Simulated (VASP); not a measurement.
Set up this calculation in VASP 6.6.1, as the native input.

| Property | Result |
| --- | --- |
| Task | single point |
| Functional | PBE |
| Potentials or basis | VASP PAW PBE potentials, release 64 (In_d, Sb) |
| Cutoff | 520 eV |
| k mesh | 16 × 16 × 16 |
| Occupations | gaussian, width 0.15 eV |
| Spin | no spin polarisation |
| Dipole correction | no |
| Further INCAR settings | ALGO = Normal; EDIFF = 1e-07; NBANDS = 16 |

The structure of InSb lies in POSCAR:

```
InSb
1.0
   -2.8102500000      2.8102500000      1.6824500000
    2.8102500000     -2.8102500000      1.6824500000
    2.8102500000      2.8102500000     -1.6824500000
In Sb
1 1
Direct
    0.2500000000      0.7500000000      0.5000000000
    0.0000000000      0.0000000000      0.0000000000
```

The input as run:

INCAR

```
ALGO = Normal
EDIFF = 1E-7
ENCUT = 520
GGA = PE
ISIF = 2
ISMEAR = 0
LASPH = T
LCHARG = T
LELF = T
LREAL = F
LVHAR = T
LWAVE = F
NBANDS = 16
NELM = 100
PREC = Accurate
SIGMA = 0.15
```

KPOINTS

```
k-points
0
Gamma
  16 16 16
```

Potentials or basis: VASP PAW PBE potentials, release 64 (In_d, Sb).

Launch:

```sh
$ cat potpaw_PBE.64/In_d/POTCAR potpaw_PBE.64/Sb/POTCAR > POTCAR
$ mpirun -np 1 vasp_std > vasp.out
```

It gave:

The pressure is 4.3 GPa and the band gap on the k mesh is zero (band 9 reaches 9.84 eV, above the bottom of band 10 at 5.11 eV).

Caveat: spin-orbit coupling is left out, which moves the levels of the heavy elements.

Run time: 3.1 min on 1 thread of Intel Xeon 6975P-C, on a shared host, peak memory 0.43 GiB.
